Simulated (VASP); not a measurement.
The system is In2SnTe2.

```xyz
5
Lattice="5.3903 0.0000 0.0000 -2.6952 4.6682 0.0000 0.0000 0.0000 6.5390" Properties=species:S:1:pos:R:3 pbc="T T T"
In    0.0000    3.1121    2.8488
In    2.6952    1.5561    2.8488
Sn    0.0000    0.0000    1.3118
Te    0.0000    3.1121    6.0933
Te    2.6952    1.5561    6.0933
```

The cell was generated, and may not be a known phase.

* Program: VASP 6.6.1
* Task: relaxation of cell and atoms
* Functional: PBE
* Potentials or basis: VASP PAW PBE potentials, release 64 (In_d, Sn_d, Te)
* Cutoff: 600 eV
* k mesh: 6 × 6 × 4
* Occupations: gaussian, width 0.1 eV
* Spin: no spin polarisation

At the start: pressure -0.5 GPa; volume 32.91 Å³/atom.

**Question.** How do energy, volume and symmetry change on relaxing?

**Answer.** Over 13 steps the energy falls by 4.9 meV/atom and the volume is 32.20 Å³/atom (-2.2 %); space group P6mm (No. 183, to 0.1 Å) before and after.

The path:
```
step  energy change (eV)  largest force (eV/Å)  pressure (GPa)  volume (Å³)
   1              0.0000                0.0241           -0.45       164.54
   2             -0.0163                0.0309           -0.09       162.32
   3             -0.0200                0.0565            0.14       161.02
   4             -0.0202                0.0631            0.19       160.66
   5             -0.0214                0.0606           -0.01       161.50
   6             -0.0214                0.0573           -0.04       161.57
   7             -0.0217                0.0579           -0.08       161.50
   8             -0.0224                0.0491           -0.02       161.30
   9             -0.0234                0.0402            0.06       160.89
  10             -0.0230                0.0332            0.16       160.08
  11             -0.0236                0.0328            0.11       160.59
  12             -0.0239                0.0249            0.08       160.69
  13             -0.0244                0.0183           -0.02       160.98
```

Final structure:
```yaml
crystal:
  lattice:
    - [5.41728, 0.00000, 0.00000]
    - [-2.70864, 4.69150, 0.00000]
    - [0.00000, 0.00000, 6.33412]
  atoms:
    - { symbol: In, position: [0.33333, 0.66667, 0.43185] }
    - { symbol: In, position: [0.66667, 0.33333, 0.43185] }
    - { symbol: Sn, position: [0.00000, 0.00000, 0.21164] }
    - { symbol: Te, position: [0.33333, 0.66667, 0.93014] }
    - { symbol: Te, position: [0.66667, 0.33333, 0.93014] }
```
